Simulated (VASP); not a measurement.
# In4O (P4/mmm) in VASP: further runs

Runs on In4O. Level: PBE. Tasks: single point, relaxation of cell and atoms.

Program: VASP 6.6.1. These are calculated values, not measurements. Logs are shortened: lines on timing, memory, paths and dates and some standing lists are left out, and cuts for length are marked.

## (1) The cell of the first run

The structure is tetragonal, space group P4/mmm (No. 123). The conventional cell has a = 3.701 Å, b = 3.701 Å, c = 8.657 Å, α = 90.00°, β = 90.00°, γ = 90.00°. In (site symmetry 2mm) has 4 In at 2.62 Å and 2 O at 2.98 Å within 3.5 Å. Within 3.9 Å of O (site symmetry 4/mmm) lie 8 In at 2.98 Å and 4 O at 3.70 Å.

The cell was generated, and may not be a known phase.

## (2) Single point, PBE

The input, INCAR:

```
PREC = Accurate
ENCUT = 520
EDIFF = 1E-7
ISMEAR = 0
SIGMA = 0.1
LREAL = F
LASPH = T
NELM = 60
ALGO = Normal
ISIF = 2
LWAVE = F
LCHARG = T
GGA = PE
LELF = T
LVHAR = T
NBANDS = 37
```

The input, KPOINTS:

```
regular mesh
0
Gamma
  6 6 2
```

The input, POSCAR:

```
In4O
1.0
    3.7012942400      0.0000000000      0.0000000000
    0.0000000000      3.7012942400      0.0000000000
    0.0000000000      0.0000000000      8.6568483700
In O
4 1
Direct
    0.0000000000      0.5000000000      0.7306509600
    0.5000000000      0.0000000000      0.7306509600
    0.0000000000      0.5000000000      0.2693490400
    0.5000000000      0.0000000000      0.2693490400
    0.0000000000      0.0000000000      0.0000000000
```

Potentials or basis: VASP PAW PBE potentials, release 64 (In_d, O).

On the command line:

```sh
$ cat potpaw_PBE.64/In_d/POTCAR potpaw_PBE.64/O/POTCAR > POTCAR
$ mpirun -np 1 vasp_std > vasp.out
```

OUTCAR:

```text
PREC = Accurate
   ENCUT = 520
   EDIFF = 1E-7
   ISMEAR = 0
   LREAL = F
   LASPH = T
   NELM = 60
   ISIF = 2
   GGA = PE

 ion  position               nearest neighbor table
   1  0.000  0.500  0.731-   2 2.62   2 2.62   2 2.62   2 2.62   5 2.98   5 2.98   3 3.99
   2  0.500  0.000  0.731-   1 2.62   1 2.62   1 2.62   1 2.62   5 2.98   5 2.98   4 3.99
   3  0.000  0.500  0.269-   4 2.62   4 2.62   4 2.62   4 2.62   5 2.98   5 2.98   1 3.99
   4  0.500  0.000  0.269-   3 2.62   3 2.62   3 2.62   3 2.62   5 2.98   5 2.98   2 3.99
   5  0.000  0.000  0.000-   1 2.98   2 2.98   3 2.98   4 2.98   1 2.98   3 2.98   2 2.98   4 2.98

  LATTYP: Found a simple tetragonal cell.
 ALAT       =     3.7012942400
 C/A-ratio  =     2.3388706243

  Lattice vectors:

 A1 = (   3.7012942400,   0.0000000000,   0.0000000000)
 A2 = (   0.0000000000,   3.7012942400,   0.0000000000)
 A3 = (   0.0000000000,   0.0000000000,   8.6568483700)

Analysis of symmetry for initial positions (statically):
=====================================================================
 Subroutine PRICEL returns:
 Original cell was already a primitive cell.

 Routine SETGRP: Setting up the symmetry group for a
 simple tetragonal supercell.

 Subroutine GETGRP returns: Found 16 space group operations
 (whereof 16 operations were pure point group operations)
 out of a pool of 16 trial point group operations.

The static configuration has the point symmetry D_4h.

Analysis of symmetry for dynamics (positions and initial velocities):
=====================================================================
 Subroutine PRICEL returns:
 Original cell was already a primitive cell.

 Routine SETGRP: Setting up the symmetry group for a
 simple tetragonal supercell.

 Subroutine GETGRP returns: Found 16 space group operations
 (whereof 16 operations were pure point group operations)
 out of a pool of 16 trial point group operations.

The dynamic configuration has the point symmetry D_4h.

 Subroutine INISYM returns: Found 16 space group operations
 (whereof 16 operations are pure point group operations),
 and found     1 'primitive' translations

----------------------------------------------------------------------------------------

                                     Primitive cell

  volume of cell :     118.5952

  direct lattice vectors                    reciprocal lattice vectors
     3.701294240  0.000000000  0.000000000     0.270175764  0.000000000  0.000000000
     0.000000000  3.701294240  0.000000000     0.000000000  0.270175764  0.000000000
     0.000000000  0.000000000  8.656848370     0.000000000  0.000000000  0.115515481

  length of vectors
     3.701294240  3.701294240  8.656848370     0.270175764  0.270175764  0.115515481

  position of ions in fractional coordinates (direct lattice)
     0.000000000  0.500000000  0.730650960
     0.500000000  0.000000000  0.730650960
     0.000000000  0.500000000  0.269349040
     0.500000000  0.000000000  0.269349040
     0.000000000  0.000000000  0.000000000

  ion indices of the primitive-cell ions
   primitive index   ion index
                 1           1
                 2           2
                 3           3
                 4           4
                 5           5

----------------------------------------------------------------------------------------

 KPOINTS: regular mesh

Automatic generation of k-mesh.
 Grid dimensions read from file:
 generate k-points for:    6    6    2

 Generating k-lattice:

  Cartesian coordinates                     Fractional coordinates (reciprocal lattice)
     0.045029294  0.000000000  0.000000000     0.166666667  0.000000000  0.000000000
     0.000000000  0.045029294  0.000000000     0.000000000  0.166666667  0.000000000
     0.000000000  0.000000000  0.057757740     0.000000000  0.000000000  0.500000000

  Length of vectors
     0.045029294  0.045029294  0.057757740

  Shift w.r.t. Gamma in fractional coordinates (k-lattice)
     0.000000000  0.000000000  0.000000000

 Subroutine IBZKPT returns following result:
 ===========================================

 Found     20 irreducible k-points:

 Following reciprocal coordinates:
            Coordinates               Weight
  0.000000  0.000000  0.000000      1.000000
  0.166667  0.000000  0.000000      4.000000
  0.333333  0.000000  0.000000      4.000000
  0.500000  0.000000  0.000000      2.000000
  0.166667  0.166667  0.000000      4.000000
  0.333333  0.166667  0.000000      8.000000
[... 12 lines left out ...]
  0.500000  0.333333  0.500000      4.000000
  0.500000  0.500000  0.500000      1.000000
   k-points           NKPTS =     20   k-points in BZ     NKDIM =     20   number of bands    NBANDS=     37
   number of dos      NEDOS =    301   number of ions     NIONS =      5
   total plane-waves  NPLWV =  50176
   dimension x,y,z NGX =    28 NGY =   28 NGZ =   64
   dimension x,y,z NGXF=    56 NGYF=   56 NGZF=  128
   ions per type =               4   1
   NGX,Y,Z   is equivalent  to a cutoff of  12.58, 12.58, 12.29 a.u.
   NGXF,Y,Z  is equivalent  to a cutoff of  25.15, 25.15, 24.58 a.u.
 SYSTEM =  unknown system
   PREC   = accura    normal or accurate (medium, high low for compatibility)
   ISTART =      0    job   : 0-new  1-cont  2-samecut
   ICHARG =      2    charge: 1-file 2-atom 10-const
   ISPIN  =      1    spin polarized calculation?
   LNONCOLLINEAR =      F non collinear calculations
   LSORBIT =      F    spin-orbit coupling
   LASPH  =      T    aspherical Exc in radial PAW
   ENCUT  =  520.0 eV  38.22 Ry    6.18 a.u.   6.88  6.88 16.10*2*pi/ulx,y,z
   NELM   =     60;   NELMIN=  2; NELMDL= -5     # of ELM steps
   EDIFF  = 0.1E-06   stopping-criterion for ELM
   LREAL  =      F    real-space projection
   EDIFFG = 0.1E-05   stopping-criterion for IOM
   NSW    =      0    number of steps for IOM
   IBRION =     -1    ionic relax: 0-MD 1-quasi-New 2-CG
   NFREE  =      0    steps in history (QN), initial steepest desc. (CG)
   ISIF   =      2    stress and relaxation
   ISYM   =      2    0-nonsym 1-usesym 2-fastsym
   POTIM  = 0.5000    time-step for ionic-motion
   TEBEG  =    0.0;   TEEND  =   0.0 temperature during run
   PSTRESS=    0.0 pullay stress
   NELECT =      58.0000    total number of electrons
   NUPDOWN=      -1.0000    fix difference up-down
   EMIN   =  10.00;   EMAX   =-10.00  energy-range for DOS
   EFERMI =   0.00;   METHOD = LEGACY
   ISMEAR =     0;   SIGMA  =   0.10  broadening in eV -4-tet -1-fermi 0-gaus
   EFERMI_NEDOS =   21; number of points for ismear=-14 and -15
   IALGO  =     38    algorithm
   IMIX   =      4    mixing-type and parameters
     AMIX     =   0.40;   BMIX     =  1.00
     AMIX_MAG =   1.60;   BMIX_MAG =  1.00
  volume/ion in A,a.u.               =      23.72       160.06
  Fermi-wavevector in a.u.,A,eV,Ry     =   1.289818  2.437403 22.635072  1.663631
  Thomas-Fermi vector in A             =   2.421688
   LORBIT       =      0    0 simple, 1 ext, 2 COOP (PROOUT), +10 PAW based schemes
   GGA     = PE    functional components
   LHFCALC =     F    Hartree Fock is set to
   AEXX    =    0.0000 exact exchange contribution
   IVDW    =     0    specifies the selected vdW correction
   LEPSILON=     F    determine dielectric tensor
   LRPA    =     F    only Hartree local field effects (RPA)
 non-spin polarized calculation
 Gauss-broadening in eV      SIGMA  =   0.10
  energy-cutoff  :      520.00
  volume of cell :      118.60
 maximum number of plane-waves:      3232
 NGX is ok and might be reduce to    28
   NGX = 13   NGY = 13   NGZ = 33

 number of electron      58.0000057 magnetization

 Free energy of the ion-electron system (eV)
  ---------------------------------------------------
  ext. energy  EPLUGINS =         0.00000000
  ---------------------------------------------------
  free energy    TOTEN  =       -11.82185849 eV

  energy without entropy =      -11.80626560  energy(sigma->0) =      -11.81406205

 E-fermi :   6.2534     XC(G=0):  -9.7424

 val. band max:        6.1487200466   @ k =   0.5000   0.3333   0.5000
 cond. band min:       6.2591337776   @ k =   0.1667   0.1667   0.5000
 fundamental gap:      0.1104137310
 Fermi energy:         6.2534047480

 k-point     1 :       0.0000    0.0000    0.0000
  band No.  band energies     occupation
      1     -10.0776      2.00000
      2     -10.0763      2.00000
      3      -9.9368      2.00000
      4      -9.6404      2.00000
      5      -9.5644      2.00000
      6      -9.4131      2.00000
[... 29 lines left out ...]
     36      12.5153      0.00000
     37      12.8145      0.00000

 k-point     2 :       0.1667    0.0000    0.0000
  band No.  band energies     occupation
      1      -9.9418      2.00000
      2      -9.9404      2.00000
      3      -9.9062      2.00000
      4      -9.5216      2.00000
      5      -9.4688      2.00000
      6      -9.3104      2.00000
[... 29 lines left out ...]
     36      12.1233      0.00000
     37      14.0483      0.00000

 k-point     3 :       0.3333    0.0000    0.0000
  band No.  band energies     occupation
      1      -9.8615      2.00000
      2      -9.5510      2.00000
      3      -9.5494      2.00000
      4      -9.2051      2.00000
      5      -9.1849      2.00000
      6      -9.0568      2.00000
[... 29 lines left out ...]
     36      12.8695      0.00000
     37      13.0663      0.00000

 k-point     4 :       0.5000    0.0000    0.0000
  band No.  band energies     occupation
      1      -9.8446      2.00000
      2      -8.9618      2.00000
      3      -8.9616      2.00000
      4      -8.9601      2.00000
      5      -8.9597      2.00000
      6      -8.8501      2.00000
[... 29 lines left out ...]
     36      11.8638      0.00000
     37      12.7213      0.00000
[... 523 lines left out ...]
      1      -9.8518      2.00000
      2      -9.6648      2.00000
      3      -9.6624      2.00000
      4      -9.1669      2.00000
      5      -9.1619      2.00000
      6      -9.0905      2.00000
[... 29 lines left out ...]
     36      11.8403      0.00000
     37      12.2620      0.00000

 k-point    19 :       0.5000    0.3333    0.5000
  band No.  band energies     occupation
      1      -9.8517      2.00000
      2      -9.4995      2.00000
      3      -9.4993      2.00000
      4      -9.4965      2.00000
      5      -9.4962      2.00000
      6      -9.0742      2.00000
[... 29 lines left out ...]
     36      10.7010      0.00000
     37      12.5786      0.00000

 k-point    20 :       0.5000    0.5000    0.5000
  band No.  band energies     occupation
      1      -9.8573      2.00000
      2      -9.5970      2.00000
      3      -9.5970      2.00000
      4      -9.5943      2.00000
      5      -9.5943      2.00000
      6      -9.1343      2.00000
[... 29 lines left out ...]
     36      11.2524      0.00000
     37      11.4111      0.00000

------------------------ aborting loop because EDIFF is reached ----------------------------------------

  FORCE on cell =-STRESS in cart. coord.  units (eV):
  Direction    XX          YY          ZZ          XY          YZ          ZX
  --------------------------------------------------------------------------------------
  -------------------------------------------------------------------------------------
  Total       21.1327993     21.1327993     -9.6943099      0.0000000      0.0000000     -0.0000000
  in kB      285.4963609    285.4963609   -130.9665680      0.0000000      0.0000000     -0.0000000
  external PRESSURE =     146.6753846 kB  Pullay stress =       0.0000000 kB

 VOLUME and BASIS-vectors are now :
 -----------------------------------------------------------------------------
  energy-cutoff  :      520.00
  volume of cell :      118.60
      direct lattice vectors                 reciprocal lattice vectors
     3.701294240  0.000000000  0.000000000     0.270175764  0.000000000  0.000000000
     0.000000000  3.701294240  0.000000000     0.000000000  0.270175764  0.000000000
     0.000000000  0.000000000  8.656848370     0.000000000  0.000000000  0.115515481

 POSITION                                       TOTAL-FORCE (eV/Angst)
 -----------------------------------------------------------------------------------
      0.00000      1.85065      6.32513        -0.000000     -0.000000      0.823567
      1.85065      0.00000      6.32513        -0.000000      0.000000      0.823567
      0.00000      1.85065      2.33171        -0.000000     -0.000000     -0.823567
      1.85065      0.00000      2.33171         0.000000      0.000000     -0.823567
      0.00000      0.00000      0.00000        -0.000000     -0.000000      0.000000
 -----------------------------------------------------------------------------------
    total drift:                                0.000000      0.000000      0.000000

  FREE ENERGIE OF THE ION-ELECTRON SYSTEM (eV)
  ---------------------------------------------------
  free  energy   TOTEN  =       -11.8218584907 eV

  energy  without entropy=      -11.8062655999  energy(sigma->0) =      -11.81406205
```

Run time: 54 s. Hardware: 1 thread of Intel Xeon 6975P-C (Granite Rapids), shared host; peak memory 0.25 GiB.

What came out:

* Free energy: -11.8219 eV
* Pressure: 14.7 GPa
* Largest force: 0.824 eV/Å
* Band gap on the k mesh: zero (bands 29 and 30 overlap by 2.79 eV)

Forces in eV/Å, atoms in the order of the input:
```
In   0.000  0.000  0.824
In   0.000  0.000  0.824
In   0.000  0.000 -0.824
In   0.000  0.000 -0.824
O    0.000  0.000  0.000
```

Caveat: the k points lie up to 0.36 Å⁻¹ apart, too coarse for converged energies and pressures of a metal; spin-orbit coupling is left out, which moves the levels of the heavy elements.

## (3) Single point, PBE

This run uses another cell than the first one, of 25.05 Å³/atom.

The input, INCAR:

```
PREC = Accurate
ENCUT = 520
EDIFF = 1E-6
ISMEAR = 0
SIGMA = 0.1
LREAL = False
LASPH = True
NELM = 80
ALGO = Normal
ISIF = 2
LWAVE = False
LCHARG = True
GGA = PE
LELF = True
LVHAR = True
NBANDS = 37
```

The input, KPOINTS:

```
Automatic mesh
0
Gamma
  6 6 2
```

The input, POSCAR:

```
In4O
1.0
    4.4249422775      0.0000000000      0.0000000000
    0.0000000000      4.4249422775      0.0000000000
    0.0000000000      0.0000000000      6.3955201731
In O
4 1
Direct
    0.0000000000      0.5000000000      0.7556576662
    0.5000000000      0.0000000000      0.7556576662
    0.0000000000      0.5000000000      0.2443423338
    0.5000000000      0.0000000000      0.2443423338
    0.0000000000      0.0000000000      0.0000000000
```

Potentials or basis: VASP PAW PBE potentials, release 64 (In_d, O).

On the command line:

```sh
$ cat potpaw_PBE.64/In_d/POTCAR potpaw_PBE.64/O/POTCAR > POTCAR
$ mpirun -np 1 vasp_std > vasp.out
```

Run time: 58 s. Hardware: 1 thread of Intel Xeon 6975P-C (Granite Rapids), shared host; peak memory 0.27 GiB.

Results (log left out):

```yaml
Free_energy: -15.9415 eV
Pressure: 0.0 GPa
Largest_force: 0.015 eV/Å
Band_gap_on_the_k_mesh: zero (bands 29 and 30 overlap by 4.21 eV)
```

Forces on the atoms (eV/Å):
```
In   0.000  0.000 -0.015
In   0.000  0.000 -0.015
In   0.000  0.000  0.015
In   0.000  0.000  0.015
O    0.000  0.000  0.000
```

Stress tensor (GPa, compression positive):
```
 0.06  0.00  0.00
 0.00  0.06  0.00
 0.00  0.00 -0.15
```

Levels at points of the mesh, in eV from the Fermi level:
```
           k point  band 27  band 28  band 29  band 30  band 31  band 32
(0.00, 0.00, 0.00)    -1.77    -1.42     1.05     1.05     1.86     1.86
(0.50, 0.00, 0.00)    -2.84    -0.61    -0.42     0.84     2.01     3.05
(0.50, 0.50, 0.00)    -2.33    -2.05    -2.05    -1.60    -0.63     1.74
(0.00, 0.00, 0.50)    -1.07    -0.71     0.58     0.58     1.32     2.11
(0.50, 0.00, 0.50)    -2.06    -1.31     2.61     2.81     2.88     3.00
(0.50, 0.50, 0.50)    -2.20    -1.98    -0.50    -0.50    -0.06     0.51
```

Caveat: the k points lie up to 0.49 Å⁻¹ apart, too coarse for converged energies and pressures of a metal; spin-orbit coupling is left out, which moves the levels of the heavy elements.

## (4) Relaxation of cell and atoms, PBE

The input, INCAR:

```
SYSTEM = In4O
ALGO = Normal
EDIFF = 1E-7
EDIFFG = -0.04
ENCUT = 600
GGA = PE
IBRION = 2
ISIF = 3
ISMEAR = 0
LASPH = .True.
LCHARG = .False.
LREAL = .False.
LWAVE = .False.
NELM = 100
NSW = 90
PREC = Accurate
SIGMA = 0.1
```

The input, KPOINTS:

```
k-points
0
Gamma
  6 6 2
  0 0 0
```

The input, POSCAR:

```
In4O
1.0
    3.7012942400      0.0000000000      0.0000000000
    0.0000000000      3.7012942400      0.0000000000
    0.0000000000      0.0000000000      8.6568483700
In O
4 1
Direct
    0.0000000000      0.5000000000      0.7306509600
    0.5000000000      0.0000000000      0.7306509600
    0.0000000000      0.5000000000      0.2693490400
    0.5000000000      0.0000000000      0.2693490400
    0.0000000000      0.0000000000      0.0000000000
```

On the command line:

```sh
$ cat potpaw_PBE.64/In_d/POTCAR potpaw_PBE.64/O/POTCAR > POTCAR
$ mpirun -np 1 vasp_std > vasp.out
```

Run time: 14 min. Hardware: 1 thread of Intel Xeon 6975P-C (Granite Rapids), shared host; peak memory 0.3 GiB.

The run converged. Its results:

- Free energy: -15.9231 eV
- Relaxed volume: 24.85 Å³/atom
- Relaxed cell: a = 4.412 Å, b = 4.412 Å, c = 6.381 Å, α = 90.00°, β = 90.00°, γ = 90.00°
- Space group after relaxing (to 0.1 Å): P4/mmm (No. 123)
- Energy gained by relaxing: 820.0 meV/atom
- Ionic steps: 16
- Pressure after relaxing: 0.2 GPa
- Largest force after relaxing: 0.014 eV/Å
- Band gap on the k mesh: zero (bands 29 and 30 overlap by 4.26 eV)

Forces on the atoms (eV/Å):
```
In   0.000  0.000 -0.014
In   0.000  0.000 -0.014
In   0.000  0.000  0.014
In   0.000  0.000  0.014
O    0.000  0.000  0.000
```

Step by step:
```tsv
step	energy change (eV)	largest force (eV/Å)	pressure (GPa)	volume (Å³)
1	0.0000	0.8237	14.69	118.60
2	-3.0195	0.5412	-4.89	155.89
3	-3.0273	0.5626	-3.73	148.37
4	-3.0391	0.5507	-4.03	150.11
5	-3.6030	0.3979	-2.77	137.54
6	-3.9181	0.3303	-0.64	126.39
7	-3.4582	0.0800	10.20	104.57
8	-3.9693	0.3379	0.32	122.15
9	-3.9879	0.3040	2.54	116.31
10	-3.9953	0.3244	1.49	118.63
11	-3.9957	0.3206	1.75	118.01
12	-4.0650	0.2655	0.83	120.89
13	-4.0727	0.2085	0.50	122.40
14	-4.0955	0.1022	-0.20	124.84
15	-4.0977	0.0655	-0.43	125.79
16	-4.1002	0.0143	0.18	124.23
```

Final structure:
```yaml
crystal:
  lattice:
    - [4.41232, 0.00000, 0.00000]
    - [0.00000, 4.41232, 0.00000]
    - [0.00000, 0.00000, 6.38084]
  atoms:
    - { symbol: In, position: [0.00000, 0.50000, 0.75516] }
    - { symbol: In, position: [0.50000, 0.00000, 0.75516] }
    - { symbol: In, position: [0.00000, 0.50000, 0.24484] }
    - { symbol: In, position: [0.50000, 0.00000, 0.24484] }
    - { symbol: O, position: [0.00000, 0.00000, 0.00000] }
```

Levels at points of the mesh, in eV from the Fermi level:
```tsv
k point	band 25	band 26	band 27	band 28	band 29	band 30	band 31	band 32	band 33	band 34
(0.00, 0.00, 0.00)	-3.45	-2.27	-1.73	-1.43	1.06	1.06	1.87	1.87	1.99	2.12
(0.50, 0.00, 0.00)	-3.58	-3.13	-2.86	-0.59	-0.41	0.86	2.03	3.10	3.69	3.76
(0.50, 0.50, 0.00)	-3.03	-2.35	-2.35	-2.02	-2.02	-1.62	-0.64	1.77	1.77	2.43
(0.00, 0.00, 0.50)	-3.35	-2.56	-1.02	-0.67	0.58	0.58	1.34	2.13	2.13	2.28
(0.50, 0.00, 0.50)	-4.56	-3.09	-2.08	-1.30	2.64	2.84	2.89	3.02	3.07	3.71
(0.50, 0.50, 0.50)	-4.15	-4.15	-2.21	-2.00	-0.48	-0.48	-0.06	0.50	4.09	4.09
```

Caveat: the k points lie up to 0.49 Å⁻¹ apart in the final cell, too coarse for converged energies and pressures of a metal; a cell axis changed by over 15 % at a fixed basis, so the end point is rough; spin-orbit coupling is left out, which moves the levels of the heavy elements.

[end of part 1 of 2]

The gap in the log of VASP goes by the Fermi energy; the results here count the filled bands.